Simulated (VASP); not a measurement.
Wanted: the native input for a VASP 6.6.1 run.

| Quantity | Value |
| --- | --- |
| Task | single point |
| Functional | r2SCAN |
| Potentials or basis | VASP PAW PBE potentials, release 64 (Ti_sv, O) |
| Cutoff | 520 eV |
| k mesh | 1 × 1 × 1 |
| Occupations | gaussian, width 0.02 eV |
| Spin | no spin polarisation |
| Dipole correction | no |
| Further INCAR settings | ALGO = Normal; EDIFF = 1e-06; NBANDS = 33 |

The system is TiO2.

```
CELL_PARAMETERS angstrom
2.68055 -2.72841 -0.06174
2.67526 2.72312 -0.05440
-2.70909 0.00908 4.80528
ATOMIC_POSITIONS crystal
Ti 0.12195 0.85755 0.23625
Ti 0.87558 0.14822 0.75586
O 0.35401 0.09895 0.67383
O 0.67320 0.94190 0.32167
O 0.96818 0.68269 0.84674
O 0.06404 0.34910 0.17459
```

One way to write it, as run:

POSCAR

```
TiO2
1.0
    2.6805548658     -2.7284128728     -0.0617389515
    2.6752617647      2.7231209861     -0.0543959535
   -2.7090875630      0.0090815493      4.8052823094
Ti O
2 4
Direct
    0.1219484995      0.8575515384      0.2362471605
    0.8755807488      0.1482181876      0.7558577591
    0.3540058329      0.0989456189      0.6738295210
    0.6731971283      0.9418963086      0.3216654504
    0.9681807552      0.6826863602      0.8467382601
    0.0640405078      0.3491038293      0.1745947979
```

INCAR.step1

```
  PREC = Accurate
  ENCUT = 520
  ISMEAR = 0
  SIGMA = 0.02
  LREAL = False
  LASPH = True
  NELM = 60
  NBANDS = 33
  GGA = PE
  ALGO = Normal
  EDIFF = 1E-4
  LWAVE = True
  LCHARG = False
```

INCAR.step2

```
  PREC = Accurate
  ENCUT = 520
  EDIFF = 1E-6
  ISMEAR = 0
  SIGMA = 0.02
  LREAL = False
  LASPH = True
  NELM = 60
  ALGO = Normal
  ISIF = 2
  LWAVE = False
  LCHARG = False
  METAGGA = R2SCAN
  LMIXTAU = True
  NBANDS = 33
  ISTART = 1
```

KPOINTS

```
Automatic mesh
0
Gamma
  1 1 1
```

Potentials or basis: VASP PAW PBE potentials, release 64 (Ti_sv, O).

The run is started by

```bash
$ cat potpaw_PBE.64/Ti_sv/POTCAR potpaw_PBE.64/O/POTCAR > POTCAR
$ cp INCAR.step1 INCAR
$ mpirun -np 1 vasp_gam > vasp.out
$ cp INCAR.step2 INCAR
$ mpirun -np 1 vasp_gam > vasp.out
```

It gave:

The pressure is 17.5 GPa, the largest force is 7.407 eV/Å and the band gap on the k mesh is 2.34 eV.

Caveat: the k points lie up to 1.79 Å⁻¹ apart; the PAW data sets were made with another functional, which shifts forces and pressure a little.

Run time: 20 s on 1 thread of Intel(R) Xeon(R) 6975P-C (Granite Rapids), on a shared host, peak memory 0.17 GiB.
